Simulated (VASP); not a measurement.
Input of a VASP 6.6.1 run:

INCAR

```
SYSTEM = Cr
  PREC = Accurate
  ENCUT = 520
  EDIFF = 1E-6
  ISMEAR = 0
  SIGMA = 0.1
  LREAL = .FALSE.
  LASPH = .TRUE.
  NELM = 100
  ALGO = Fast
  ISIF = 2
  LWAVE = .FALSE.
  LCHARG = .FALSE.
  GGA = PE
  NBANDS = 19
```

Contents of KPOINTS:

```
regular mesh
0
G
  18 18 18
  0 0 0
```

File POSCAR:

```
Cr
1.0
    3.0186998173      0.0000000000      0.0000000000
    0.0000000000      3.0186998173      0.0000000000
    0.0000000000      0.0000000000      2.7453081357
Cr
2
Direct
    0.0000000000      0.0000000000      0.0000000000
    0.5000000000      0.5000000000      0.5000000000
```

Potentials or basis: VASP PAW PBE potentials, release 64 (Cr_pv).

Command:

```bash
$ cat potpaw_PBE.64/Cr_pv/POTCAR > POTCAR
$ mpirun -np 1 vasp_std > vasp.out
```

Question: Estimate the band gap on the k mesh.

Answer: Zero (bands 12 and 13 overlap by 1.63 eV).

Question: What does it give for the pressure?

Answer: -16.4 GPa.

Stress tensor (GPa, compression positive):
```
-25.28   0.00   0.00
  0.00 -25.28   0.00
  0.00   0.00   1.46
```

Caveat: the cell differs from its parent crystal (biaxial strain in the a-b plane: +6.0 %); the stress differs along the axes, from -25 to 1 GPa; the run has no spin polarisation, though such a crystal can be magnetic. Spin polarisation is off, so any magnetic state and its effect on volume and gap are missing.
